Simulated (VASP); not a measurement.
A run of VASP 6.6.1 is set up as follows.

File POSCAR:

```
KBr
1.0
    4.0391634345      0.0000000000      0.0000000000
    0.0000000000      4.0391634345      0.0000000000
    0.0000000000      0.0000000000      4.0391634345
K Br
1 1
Direct
    0.0000000000      0.0000000000      0.0000000000
    0.5000000000      0.5000000000      0.5000000000
```

The input INCAR.step1:

```
ALGO     = Normal         # electronic algorithm
EDIFF    = 1E-4           # SCF threshold, eV
ENCUT    = 600            # plane-wave cutoff, eV
GGA      = PE             # functional
ISMEAR   = -1             # smearing method
LASPH    = T              # aspherical terms in the spheres
LCHARG   = F              # write CHGCAR
LREAL    = F              # projectors in reciprocal space
LWAVE    = T              # write WAVECAR
NELM     = 100            # most SCF steps
PREC     = Accurate       # precision mode
SIGMA    = 0.02           # smearing width, eV
```

The input INCAR.step2:

```
ALGO     = Normal         # electronic algorithm
EDIFF    = 1E-6           # SCF threshold, eV
EDIFFG   = -0.005         # ionic threshold
ENCUT    = 600            # plane-wave cutoff, eV
IBRION   = 2              # ionic algorithm
ISIF     = 3              # what is computed and relaxed
ISMEAR   = -1             # smearing method
ISTART   = 1            
LASPH    = T              # aspherical terms in the spheres
LCHARG   = F              # write CHGCAR
LMIXTAU  = T            
LREAL    = F              # projectors in reciprocal space
LWAVE    = F              # write WAVECAR
METAGGA  = R2SCAN         # meta-GGA
NELM     = 100            # most SCF steps
NSW      = 80             # ionic steps
PREC     = Accurate       # precision mode
SIGMA    = 0.02           # smearing width, eV
```

File KPOINTS:

```
k-points
0
Gamma
  6 6 6
```

Potentials or basis: VASP PAW PBE potentials, release 64 (K_sv, Br).

The run is started by

```bash
$ cat potpaw_PBE.64/K_sv/POTCAR potpaw_PBE.64/Br/POTCAR > POTCAR
$ cp INCAR.step1 INCAR
$ mpirun -np 1 vasp_std > vasp.out
$ cp INCAR.step2 INCAR
$ mpirun -np 1 vasp_std > vasp.out
```

(1) Estimate the relaxed cell.

(2) Estimate the space group after relaxing (to 0.05 Å).

(3) What does it give for the band gap on the k mesh?

(4) Estimate the relaxed volume.

Results:

(1) a = 3.976 Å, b = 3.976 Å, c = 3.976 Å, α = 90.00°, β = 90.00°, γ = 90.00°.

(2) Pm-3m (No. 221).

(3) 4.77 eV, indirect (least direct gap 5.05 eV).

(4) 31.44 Å³/atom.

Caveat: the PAW data sets were made with another functional, which shifts forces and pressure a little.
